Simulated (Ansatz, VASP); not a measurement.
**Two plane-wave programs on AlN**

```
CELL_PARAMETERS angstrom
3.10669 0.00000 0.00000
-1.55335 2.69048 0.00000
0.00000 0.00000 4.82923
ATOMIC_POSITIONS crystal
Al 0.33333 0.66667 0.99342
Al 0.66667 0.33333 0.49342
N 0.33333 0.66667 0.38158
N 0.66667 0.33333 0.88158
```

Change from the starting cell: uniaxial_z strain -3.0%.

Alike in both runs: task single point; functional HSE06; k mesh 6 × 6 × 4; no spin polarisation.

```csv
,VASP,Ansatz
version,VASP 6.6.1,Ansatz 0.2.0
potentials or method,"VASP PAW PBE potentials, release 64 (Al, N)","plane waves, PAW"
plane-wave cutoff (eV),520,420
occupations,"gaussian, width 0.01 eV",fixed
valence electrons in the cell,16,16
```

|  | VASP | Ansatz | Ansatz less VASP |
| --- | --- | --- | --- |
| gap on the k mesh at the Fermi level (eV) | 5.70 | 5.70 | +0.005 |
| pressure (GPa) | 5.5 | 5.6 | +0.12 |
| traceless stress, the component that is largest in VASP (GPa) | 4.99 | 4.82 | -0.173 |
| rms of the force components (eV/Å) | 0.005 | 0.007 | +0.0020 |

Atom by atom the forces differ by 0.002 eV/Å (rms over components). Ansatz's warnings: stress exchange threshold loose, stress scf threshold loose.
